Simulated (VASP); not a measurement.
A run of VASP 6.6.1 is set up as follows.

File INCAR:

```
SYSTEM = Nb3C4
PREC = Accurate
ENCUT = 520
EDIFF = 1E-6
ISMEAR = 0
SIGMA = 0.1
LREAL = .FALSE.
LASPH = .TRUE.
NELM = 100
ALGO = Normal
ISIF = 2
LWAVE = .FALSE.
LCHARG = .TRUE.
GGA = PE
LELF = .TRUE.
LVHAR = .TRUE.
NBANDS = 36
```

File KPOINTS:

```
Automatic mesh
0
G
  4 4 4
  0 0 0
```

File POSCAR:

```
Nb3C4
1.0
    4.3897078944      0.0000000000      0.0000000000
    0.0000000000      4.3897078944      0.0000000000
    0.0000000000      0.0000000000      4.3897078944
Nb C
3 4
Direct
    0.0000000000      0.5000000000      0.5000000000
    0.5000000000      0.0000000000      0.5000000000
    0.5000000000      0.5000000000      0.0000000000
    0.5000000000      0.0000000000      0.0000000000
    0.0000000000      0.5000000000      0.0000000000
    0.0000000000      0.0000000000      0.5000000000
    0.0000000000      0.0000000000      0.0000000000
```

Potentials or basis: VASP PAW PBE potentials, release 64 (Nb_sv, C).

Command:

```sh
$ cat potpaw_PBE.64/Nb_sv/POTCAR potpaw_PBE.64/C/POTCAR > POTCAR
$ mpirun -np 1 vasp_std > vasp.out
```

(1) Predict the pressure.

(2) What does it give for the band gap on the k mesh?

Results:

(1) 0.0 GPa.

(2) zero (an odd number of electrons rules out a gap without spin polarisation).
